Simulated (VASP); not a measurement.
A run of VASP 6.6.1 is set up as follows.

INCAR

```
SYSTEM = HfSi3
PREC     = Accurate       ! precision mode
ENCUT    = 520            ! plane-wave cutoff, eV
EDIFF    = 1E-6           ! SCF threshold, eV
ISMEAR   = 0              ! smearing method
SIGMA    = 0.05           ! smearing width, eV
LREAL    = .FALSE.        ! projectors in reciprocal space
LASPH    = .TRUE.         ! aspherical terms in the spheres
NELM     = 80             ! most SCF steps
ALGO     = Normal         ! electronic algorithm
ISIF     = 2              ! what is computed and relaxed
LWAVE    = .FALSE.        ! write WAVECAR
LCHARG   = .FALSE.        ! write CHGCAR
GGA      = PE             ! functional
NBANDS   = 19             ! bands
```

KPOINTS

```
regular mesh
0
G
  8 8 8
  0 0 0
```

The input POSCAR:

```
HfSi3
1.0
    4.0641402093      0.0000000000      0.0000000000
    0.0000000000      4.0641402093      0.0000000000
    0.0000000000      0.0000000000      4.0641402093
Hf Si
1 3
Direct
    0.0000000000      0.0000000000      0.0000000000
    0.0000000000      0.5000000000      0.5000000000
    0.5000000000      0.5000000000      0.0000000000
    0.5000000000      0.0000000000      0.5000000000
```

Potentials or basis: VASP PAW PBE potentials, release 64 (Hf_pv, Si).

The run is started by

```sh
$ cat potpaw_PBE.64/Hf_pv/POTCAR potpaw_PBE.64/Si/POTCAR > POTCAR
$ mpirun -np 1 vasp_std > vasp.out
```

Estimate the band gap on the k mesh.

zero (band 11 reaches 9.28 eV, above the bottom of band 12 at 7.43 eV).

What does it give for the pressure?

-6.8 GPa.

Caveat: spin-orbit coupling is left out, which moves the levels of the heavy elements.
